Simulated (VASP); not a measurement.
# P in VASP: a series of runs

P is run at these levels: PBE; tasks: single point.

Everything below comes from runs of VASP 6.6.1. Logs are shortened: lines on timing, memory, paths and dates and some standing lists are left out, and cuts for length are marked.

### 1 The cell of the first run

The structure is tetragonal, space group P4/mmm (No. 123). The conventional cell has a = 2.436 Å, b = 2.436 Å, c = 2.463 Å, α = 90.00°, β = 90.00°, γ = 90.00°. Within 3.2 Å of P (site symmetry 4/mmm) lie 6 P at 2.44 to 2.46 Å.

The cell was built from a structure type or drawn by symmetry, and may not be a known phase.

### 2 Single point, PBE

INCAR

```
PREC     = Accurate       # precision mode
ENCUT    = 520            # plane-wave cutoff, eV
EDIFF    = 1E-7           # SCF threshold, eV
ISMEAR   = 0              # smearing method
SIGMA    = 0.1            # smearing width, eV
LREAL    = F              # projectors in reciprocal space
LASPH    = T              # aspherical terms in the spheres
NELM     = 100            # most SCF steps
ALGO     = Normal         # electronic algorithm
ISIF     = 2              # what is computed and relaxed
LWAVE    = F              # write WAVECAR
LCHARG   = F              # write CHGCAR
GGA      = PE             # functional
NBANDS   = 8              # bands
```

KPOINTS

```
Automatic mesh
0
Gamma
  6 6 8
```

POSCAR

```
P
1.0
    2.4355823905      0.0000000000      0.0000000000
    0.0000000000      2.4355823905      0.0000000000
    0.0000000000      0.0000000000      2.4634798675
P
1
Direct
    0.5000000000      0.5000000000      0.5000000000
```

Potentials or basis: VASP PAW PBE potentials, release 64 (P).

Launch:

```
> cat potpaw_PBE.64/P/POTCAR > POTCAR
> mpirun -np 1 vasp_std > vasp.out
```

OUTCAR:

```text
PREC = Accurate
   ENCUT = 520
   EDIFF = 1E-7
   ISMEAR = 0
   LREAL = F
   LASPH = T
   NELM = 100
   ISIF = 2
   GGA = PE

 ion  position               nearest neighbor table
   1  0.500  0.500  0.500-

  LATTYP: Found a simple tetragonal cell.
 ALAT       =     2.4355823905
 C/A-ratio  =     1.0114541299

  Lattice vectors:

 A1 = (   2.4355823905,   0.0000000000,   0.0000000000)
 A2 = (   0.0000000000,   2.4355823905,   0.0000000000)
 A3 = (   0.0000000000,   0.0000000000,   2.4634798675)

Analysis of symmetry for initial positions (statically):
=====================================================================
 Subroutine PRICEL returns:
 Original cell was already a primitive cell.

 Routine SETGRP: Setting up the symmetry group for a
 simple tetragonal supercell.

 Subroutine GETGRP returns: Found 16 space group operations
 (whereof 16 operations were pure point group operations)
 out of a pool of 16 trial point group operations.

The static configuration has the point symmetry D_4h.

Analysis of symmetry for dynamics (positions and initial velocities):
=====================================================================
 Subroutine PRICEL returns:
 Original cell was already a primitive cell.

 Routine SETGRP: Setting up the symmetry group for a
 simple tetragonal supercell.

 Subroutine GETGRP returns: Found 16 space group operations
 (whereof 16 operations were pure point group operations)
 out of a pool of 16 trial point group operations.

The dynamic configuration has the point symmetry D_4h.

 Subroutine INISYM returns: Found 16 space group operations
 (whereof 16 operations are pure point group operations),
 and found     1 'primitive' translations

----------------------------------------------------------------------------------------

                                     Primitive cell

  volume of cell :      14.6135

  direct lattice vectors                    reciprocal lattice vectors
     2.435582391  0.000000000  0.000000000     0.410579418  0.000000000  0.000000000
     0.000000000  2.435582391  0.000000000     0.000000000  0.410579418  0.000000000
     0.000000000  0.000000000  2.463479867     0.000000000  0.000000000  0.405929845

  length of vectors
     2.435582391  2.435582391  2.463479867     0.410579418  0.410579418  0.405929845

  position of ions in fractional coordinates (direct lattice)
     0.500000000  0.500000000  0.500000000

  ion indices of the primitive-cell ions
   primitive index   ion index
                 1           1

----------------------------------------------------------------------------------------

 KPOINTS: Automatic mesh

Automatic generation of k-mesh.
 Grid dimensions read from file:
 generate k-points for:    6    6    8

 Generating k-lattice:

  Cartesian coordinates                     Fractional coordinates (reciprocal lattice)
     0.068429903  0.000000000  0.000000000     0.166666667  0.000000000  0.000000000
     0.000000000  0.068429903  0.000000000     0.000000000  0.166666667  0.000000000
     0.000000000  0.000000000  0.050741231     0.000000000  0.000000000  0.125000000

  Length of vectors
     0.068429903  0.068429903  0.050741231

  Shift w.r.t. Gamma in fractional coordinates (k-lattice)
     0.000000000  0.000000000  0.000000000

 Subroutine IBZKPT returns following result:
 ===========================================

 Found     50 irreducible k-points:

 Following reciprocal coordinates:
            Coordinates               Weight
  0.000000  0.000000  0.000000      1.000000
  0.166667  0.000000  0.000000      4.000000
  0.333333  0.000000  0.000000      4.000000
  0.500000  0.000000  0.000000      2.000000
  0.166667  0.166667  0.000000      4.000000
  0.333333  0.166667  0.000000      8.000000
[... 16 lines left out ...]
  0.333333  0.000000  0.250000      8.000000
  0.500000  0.000000  0.250000      4.000000
 [... further k-points ...]
   k-points           NKPTS =     50   k-points in BZ     NKDIM =     50   number of bands    NBANDS=      8
   number of dos      NEDOS =    301   number of ions     NIONS =      1
   total plane-waves  NPLWV =   5832
   dimension x,y,z NGX =    18 NGY =   18 NGZ =   18
   dimension x,y,z NGXF=    36 NGYF=   36 NGZF=   36
   ions per type =               1
   NGX,Y,Z   is equivalent  to a cutoff of  12.29, 12.29, 12.15 a.u.
   NGXF,Y,Z  is equivalent  to a cutoff of  24.57, 24.57, 24.29 a.u.
 SYSTEM =  unknown system
   PREC   = accura    normal or accurate (medium, high low for compatibility)
   ISTART =      0    job   : 0-new  1-cont  2-samecut
   ICHARG =      2    charge: 1-file 2-atom 10-const
   ISPIN  =      1    spin polarized calculation?
   LNONCOLLINEAR =      F non collinear calculations
   LSORBIT =      F    spin-orbit coupling
   LASPH  =      T    aspherical Exc in radial PAW
   ENCUT  =  520.0 eV  38.22 Ry    6.18 a.u.   4.53  4.53  4.58*2*pi/ulx,y,z
   NELM   =    100;   NELMIN=  2; NELMDL= -5     # of ELM steps
   EDIFF  = 0.1E-06   stopping-criterion for ELM
   LREAL  =      F    real-space projection
   EDIFFG = 0.1E-05   stopping-criterion for IOM
   NSW    =      0    number of steps for IOM
   IBRION =     -1    ionic relax: 0-MD 1-quasi-New 2-CG
   NFREE  =      0    steps in history (QN), initial steepest desc. (CG)
   ISIF   =      2    stress and relaxation
   ISYM   =      2    0-nonsym 1-usesym 2-fastsym
   POTIM  = 0.5000    time-step for ionic-motion
   TEBEG  =    0.0;   TEEND  =   0.0 temperature during run
   PSTRESS=    0.0 pullay stress
   NELECT =       5.0000    total number of electrons
   NUPDOWN=      -1.0000    fix difference up-down
   EMIN   =  10.00;   EMAX   =-10.00  energy-range for DOS
   EFERMI =   0.00;   METHOD = LEGACY
   ISMEAR =     0;   SIGMA  =   0.10  broadening in eV -4-tet -1-fermi 0-gaus
   EFERMI_NEDOS =   21; number of points for ismear=-14 and -15
   IALGO  =     38    algorithm
   IMIX   =      4    mixing-type and parameters
     AMIX     =   0.40;   BMIX     =  1.00
     AMIX_MAG =   1.60;   BMIX_MAG =  1.00
  volume/ion in A,a.u.               =      14.61        98.62
  Fermi-wavevector in a.u.,A,eV,Ry     =   1.145021  2.163775 17.838218  1.311072
  Thomas-Fermi vector in A             =   2.281710
   LORBIT       =      0    0 simple, 1 ext, 2 COOP (PROOUT), +10 PAW based schemes
   GGA     = PE    functional components
   LHFCALC =     F    Hartree Fock is set to
   AEXX    =    0.0000 exact exchange contribution
   IVDW    =     0    specifies the selected vdW correction
   LEPSILON=     F    determine dielectric tensor
   LRPA    =     F    only Hartree local field effects (RPA)
 non-spin polarized calculation
 Gauss-broadening in eV      SIGMA  =   0.10
  energy-cutoff  :      520.00
  volume of cell :       14.61
 maximum number of plane-waves:       409
   NGX =  9   NGY =  9   NGZ =  9

 number of electron       4.9999999 magnetization

 Free energy of the ion-electron system (eV)
  ---------------------------------------------------
  ext. energy  EPLUGINS =         0.00000000
  ---------------------------------------------------
  free energy    TOTEN  =        -5.29892748 eV

  energy without entropy =       -5.29687048  energy(sigma->0) =       -5.29789898

 E-fermi :   9.6541     XC(G=0): -11.2605

 val. band max:        9.6420936947   @ k =   0.1667   0.1667   0.1250
 cond. band min:       9.9708257002   @ k =   0.5000   0.0000   0.2500
 fundamental gap:      0.3287320055
 Fermi energy:         9.6540623367

 k-point     1 :       0.0000    0.0000    0.0000
  band No.  band energies     occupation
      1      -6.8703      2.00000
      2      14.2786      0.00000
      3      14.7514      0.00000
      4      14.7514      0.00000
      5      16.3296      0.00000
      6      16.4705      0.00000
      7      23.8442      0.00000
      8      33.8648      0.00000

 k-point     2 :       0.1667    0.0000    0.0000
  band No.  band energies     occupation
      1      -6.2352      2.00000
      2       9.4022      1.99963
      3      14.7757      0.00000
      4      15.2465      0.00000
      5      16.8616      0.00000
      6      20.6919      0.00000
      7      26.2566      0.00000
      8      30.3654      0.00000

 k-point     3 :       0.3333    0.0000    0.0000
  band No.  band energies     occupation
      1      -4.4088      2.00000
      2       4.0651      2.00000
      3      16.1027      0.00000
      4      16.5685      0.00000
      5      18.1161      0.00000
      6      23.6229      0.00000
      7      25.8259      0.00000
      8      26.2422      0.00000

 k-point     4 :       0.5000    0.0000    0.0000
  band No.  band energies     occupation
      1      -2.4945      2.00000
      2       0.9539      2.00000
      3      17.1429      0.00000
      4      17.6052      0.00000
      5      18.9741      0.00000
      6      23.6438      0.00000
      7      24.0709      0.00000
      8      26.2016      0.00000

 k-point     5 :       0.1667    0.1667    0.0000
  band No.  band energies     occupation
      1      -5.6011      2.00000
      2       9.3581      1.99997
      3      10.6905      0.00000
      4      15.2688      0.00000
      5      19.1869      0.00000
      6      24.0967      0.00000
      7      25.6281      0.00000
      8      28.6216      0.00000
[... 177 lines left out ...]
 k-point    22 :       0.1667    0.0000    0.2500
  band No.  band energies     occupation
      1      -4.8694      2.00000
      2       6.8937      2.00000
      3      10.7583      0.00000
      4      16.2735      0.00000
      5      20.1062      0.00000
      6      23.3802      0.00000
      7      26.0104      0.00000
      8      28.6720      0.00000

 k-point    23 :       0.3333    0.0000    0.2500
  band No.  band energies     occupation
      1      -3.0453      2.00000
      2       5.2111      2.00000
      3       8.7160      2.00000
      4      17.5661      0.00000
      5      17.9254      0.00000
      6      22.6173      0.00000
      7      27.1942      0.00000
      8      29.7711      0.00000

 k-point    24 :       0.5000    0.0000    0.2500
  band No.  band energies     occupation
      1      -1.1093      2.00000
      2       2.1630      2.00000
      3       9.9708      0.00001
      4      15.5008      0.00000
      5      18.5709      0.00000
      6      23.8636      0.00000
      7      25.0770      0.00000
      8      29.1831      0.00000

 [... further k-points ...]

------------------------ aborting loop because EDIFF is reached ----------------------------------------

  FORCE on cell =-STRESS in cart. coord.  units (eV):
  Direction    XX          YY          ZZ          XY          YZ          ZX
  --------------------------------------------------------------------------------------
  -------------------------------------------------------------------------------------
  Total       -0.0279095     -0.0279095     -0.0009789      0.0000000      0.0000000      0.0000000
  in kB       -3.0599101     -3.0599101     -0.1073220      0.0000000      0.0000000      0.0000000
  external PRESSURE =      -2.0757141 kB  Pullay stress =       0.0000000 kB

 VOLUME and BASIS-vectors are now :
 -----------------------------------------------------------------------------
  energy-cutoff  :      520.00
  volume of cell :       14.61
      direct lattice vectors                 reciprocal lattice vectors
     2.435582391  0.000000000  0.000000000     0.410579418  0.000000000  0.000000000
     0.000000000  2.435582391  0.000000000     0.000000000  0.410579418  0.000000000
     0.000000000  0.000000000  2.463479867     0.000000000  0.000000000  0.405929845

 POSITION                                       TOTAL-FORCE (eV/Angst)
 -----------------------------------------------------------------------------------
      1.21779      1.21779      1.23174         0.000000      0.000000      0.000000
 -----------------------------------------------------------------------------------
    total drift:                               -0.000000      0.000000      0.000000

  FREE ENERGIE OF THE ION-ELECTRON SYSTEM (eV)
  ---------------------------------------------------
  free  energy   TOTEN  =        -5.2989274798 eV

  energy  without entropy=       -5.2968704783  energy(sigma->0) =       -5.29789898
```

It took 7.5 s on 1 thread of Intel Xeon Platinum 8175M at 2.50GHz (Skylake/Cascade Lake), shared host; peak memory 0.11 GiB.

Results:

- Free energy: -5.2989 eV
- Pressure: -0.2 GPa
- Band gap on the k mesh: zero (an odd number of electrons rules out a gap without spin polarisation)

Stress tensor (GPa, compression positive):
```
-0.31  0.00  0.00
 0.00 -0.31  0.00
 0.00  0.00 -0.01
```

Levels at points of the mesh, in eV from the Fermi level:
| k point | band 1 | band 2 | band 3 | band 4 | band 5 |
| --- | --- | --- | --- | --- | --- |
| (0.00, 0.00, 0.00) | -16.52 | 4.62 | 5.10 | 5.10 | 6.68 |
| (0.50, 0.00, 0.00) | -12.15 | -8.70 | 7.49 | 7.95 | 9.32 |
| (0.50, 0.50, 0.00) | -7.39 | -5.28 | -5.28 | 0.97 | 10.14 |
| (0.00, 0.00, 0.50) | -12.37 | -8.68 | 7.79 | 7.79 | 9.26 |
| (0.50, 0.00, 0.50) | -7.64 | -5.44 | -5.23 | 0.95 | 10.44 |
| (0.50, 0.50, 0.50) | -2.32 | -2.32 | -2.08 | -1.76 | 4.53 |

Caveat: the k points lie up to 0.43 Å⁻¹ apart, too coarse for converged energies and pressures of a metal.

### 3 Single point, PBE

This run uses another cell than the first one: it holds 8 atoms, not 1.

INCAR

```
SYSTEM = P
PREC = Accurate ; ENCUT = 520
EDIFF = 1E-6 ; ISMEAR = 0
SIGMA = 0.2 ; LREAL = .False.
LASPH = .True. ; NELM = 100
ALGO = Normal ; ISIF = 2
LWAVE = .False. ; LCHARG = .False.
GGA = PE ; NBANDS = 30
```

KPOINTS

```
Automatic mesh
0
Gamma
  4 4 4
  0 0 0
```

POSCAR

```
P
1.0
    4.8892566264      0.0000000000      0.0000000000
    0.0000000000      4.8892566264      0.0000000000
    0.0000000000      0.0000000000      4.8892566264
P
8
Direct
    0.2500000000      0.2500000000      0.2500000000
    0.2500000000      0.2500000000      0.7500000000
    0.2500000000      0.7500000000      0.2500000000
    0.2500000000      0.7500000000      0.7500000000
    0.7500000000      0.2500000000      0.2500000000
    0.7500000000      0.2500000000      0.7500000000
    0.7500000000      0.7500000000      0.2500000000
    0.7500000000      0.7500000000      0.7500000000
```

Potentials or basis: VASP PAW PBE potentials, release 64 (P).

Launch:

```
> cat potpaw_PBE.64/P/POTCAR > POTCAR
> mpirun -np 1 vasp_std > vasp.out
```

OUTCAR:

```text
SYSTEM = P
   PREC = Accurate
   ENCUT = 520
   EDIFF = 1E-6
   ISMEAR = 0
   LREAL = .False.
   LASPH = .True.
   NELM = 100
   ISIF = 2
   GGA = PE

 ion  position               nearest neighbor table
   1  0.250  0.250  0.250-   2 2.44   3 2.44   5 2.44   2 2.44   3 2.44   5 2.44
   2  0.250  0.250  0.750-   1 2.44   4 2.44   6 2.44   1 2.44   4 2.44   6 2.44
   3  0.250  0.750  0.250-   1 2.44   4 2.44   7 2.44   4 2.44   1 2.44   7 2.44
   4  0.250  0.750  0.750-   2 2.44   3 2.44   8 2.44   3 2.44   2 2.44   8 2.44
   5  0.750  0.250  0.250-   1 2.44   6 2.44   7 2.44   6 2.44   7 2.44   1 2.44
   6  0.750  0.250  0.750-   2 2.44   5 2.44   8 2.44   5 2.44   8 2.44   2 2.44
   7  0.750  0.750  0.250-   3 2.44   5 2.44   8 2.44   8 2.44   5 2.44   3 2.44
   8  0.750  0.750  0.750-   4 2.44   6 2.44   7 2.44   7 2.44   6 2.44   4 2.44
[... 6 lines left out ...]
 A1 = (   4.8892566264,   0.0000000000,   0.0000000000)
 A2 = (   0.0000000000,   4.8892566264,   0.0000000000)
 A3 = (   0.0000000000,   0.0000000000,   4.8892566264)

Analysis of symmetry for initial positions (statically):
=====================================================================
 Subroutine PRICEL returns following result:

[... 183 lines left out ...]
      2      -2.5727      2.00000
      3      -2.5727      2.00000
      4      -2.5727      2.00000
      5       0.9568      2.00000
      6       0.9568      2.00000
[... 319 lines left out ...]
     29      11.0266      0.00000
     30      11.0266      0.00000

------------------------ aborting loop because EDIFF is reached ----------------------------------------

  FORCE on cell =-STRESS in cart. coord.  units (eV):
  Direction    XX          YY          ZZ          XY          YZ          ZX
  --------------------------------------------------------------------------------------
  -------------------------------------------------------------------------------------
  Total       -0.2321098     -0.2321098     -0.2321098     -0.0000000     -0.0000000      0.0000000
  in kB       -3.1818200     -3.1818200     -3.1818200     -0.0000000     -0.0000000      0.0000000
  external PRESSURE =      -3.1818200 kB  Pullay stress =       0.0000000 kB

 VOLUME and BASIS-vectors are now :
 -----------------------------------------------------------------------------
  energy-cutoff  :      520.00
  volume of cell :      116.88
      direct lattice vectors                 reciprocal lattice vectors
     4.889256626  0.000000000  0.000000000     0.204530070  0.000000000  0.000000000
     0.000000000  4.889256626  0.000000000     0.000000000  0.204530070  0.000000000
     0.000000000  0.000000000  4.889256626     0.000000000  0.000000000  0.204530070

 POSITION                                       TOTAL-FORCE (eV/Angst)
 -----------------------------------------------------------------------------------
      1.22231      1.22231      1.22231         0.000000      0.000000      0.000000
      1.22231      1.22231      3.66694        -0.000000      0.000000     -0.000000
      1.22231      3.66694      1.22231        -0.000000      0.000000      0.000000
      1.22231      3.66694      3.66694        -0.000000     -0.000000      0.000000
      3.66694      1.22231      1.22231         0.000000      0.000000      0.000000
      3.66694      1.22231      3.66694        -0.000000     -0.000000     -0.000000
      3.66694      3.66694      1.22231        -0.000000     -0.000000      0.000000
      3.66694      3.66694      3.66694         0.000000      0.000000      0.000000
 -----------------------------------------------------------------------------------
    total drift:                               -0.000000      0.000000      0.000000

  FREE ENERGIE OF THE ION-ELECTRON SYSTEM (eV)
  ---------------------------------------------------
  free  energy   TOTEN  =       -42.0023024382 eV

  energy  without entropy=      -41.8929252443  energy(sigma->0) =      -41.94761384
```

OSZICAR:

```text
N       E                     dE             d eps       ncg     rms          rms(c)
DAV:   1     0.129113694720E+03    0.12911E+03   -0.17569E+04   600   0.118E+03
DAV:   2    -0.326239749296E+02   -0.16174E+03   -0.15516E+03   750   0.188E+02
DAV:   3    -0.418396078960E+02   -0.92156E+01   -0.89356E+01   774   0.415E+01
DAV:   4    -0.419759162925E+02   -0.13631E+00   -0.13488E+00   726   0.558E+00
DAV:   5    -0.419789728927E+02   -0.30566E-02   -0.30546E-02   774   0.709E-01    0.130E+01
DAV:   6    -0.419916822442E+02   -0.12709E-01   -0.41759E-03   726   0.461E-01    0.768E+00
DAV:   7    -0.420014668782E+02   -0.97846E-02   -0.10932E-02   678   0.728E-01    0.226E-01
DAV:   8    -0.420022366365E+02   -0.76976E-03   -0.58244E-04   720   0.139E-01    0.417E-02
DAV:   9    -0.420023005299E+02   -0.63893E-04   -0.49468E-05   714   0.399E-02    0.109E-02
DAV:  10    -0.420023021477E+02   -0.16178E-05   -0.53628E-06   686   0.123E-02    0.293E-03
DAV:  11    -0.420023024382E+02   -0.29046E-06   -0.69553E-08   420   0.134E-03
   1 F= -.42002302E+02 E0= -.41947614E+02  d E =-.109377E+00
```

It used 22 s of CPU time on 1 thread of Intel(R) Xeon(R) Platinum 8175M CPU @ 2.50GHz (Skylake/Cascade Lake), with other jobs on the host.

What came out:

```yaml
Free_energy: -42.0023 eV
Pressure: -0.3 GPa
Band_gap_on_the_k_mesh: zero (bands 20 and 21 overlap by 2.36 eV)
```

Levels at points of the mesh, in eV from the Fermi level:
| k point | band 16 | band 17 | band 18 | band 19 | band 20 | band 21 | band 22 | band 23 | band 24 | band 25 |
| --- | --- | --- | --- | --- | --- | --- | --- | --- | --- | --- |
| (0.00, 0.00, 0.00) | -5.20 | -2.12 | -2.12 | -2.12 | -1.64 | 1.08 | 1.08 | 1.08 | 4.76 | 4.76 |
| (0.50, 0.00, 0.00) | -4.03 | -3.01 | -3.01 | 0.51 | 0.51 | 0.51 | 0.51 | 2.41 | 2.41 | 4.52 |
| (0.50, 0.50, 0.00) | -2.41 | -1.02 | -1.02 | -1.02 | -1.02 | 0.57 | 0.57 | 0.57 | 0.57 | 3.47 |
| (0.50, 0.50, 0.50) | -1.27 | -1.27 | -1.27 | -1.27 | -1.27 | -1.27 | -1.27 | -1.27 | -1.27 | 1.49 |
